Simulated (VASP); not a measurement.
A run of VASP 6.6.1 is set up as follows.

Contents of INCAR:

```
SYSTEM = Os3Au
  ALGO = Normal
  EDIFF = 1E-6
  ENCUT = 600
  GGA = PE
  GGA_COMPAT = .FALSE.
  ISIF = 2
  ISMEAR = 0
  LASPH = .TRUE.
  LCHARG = .FALSE.
  LREAL = .FALSE.
  LWAVE = .FALSE.
  NBANDS = 26
  NELM = 120
  PREC = Accurate
  SIGMA = 0.2
```

File KPOINTS:

```
k-points
0
G
  5 5 5
  0 0 0
```

File POSCAR:

```
Os3Au
1.0
    3.9135530993      0.0000000000      0.0000000000
    0.0000000000      3.9135530993      0.0000000000
    0.0000000000      0.0000000000      3.9135530993
Os Au
3 1
Direct
    0.5000000000      0.0000000000      0.5000000000
    0.0000000000      0.5000000000      0.5000000000
    0.5000000000      0.5000000000      0.0000000000
    0.0000000000      0.0000000000      0.0000000000
```

Potentials or basis: VASP PAW PBE potentials, release 64 (Os, Au).

The run is started by

```bash
$ cat potpaw_PBE.64/Os/POTCAR potpaw_PBE.64/Au/POTCAR > POTCAR
$ mpirun -np 1 vasp_std > vasp.out
```

Question: What does it give for the pressure?

Answer: 0.1 GPa.

Question: What does it give for the band gap on the k mesh?

Answer: Zero (an odd number of electrons rules out a gap without spin polarisation).

Caveat: spin-orbit coupling is left out, which moves the levels of the heavy elements.
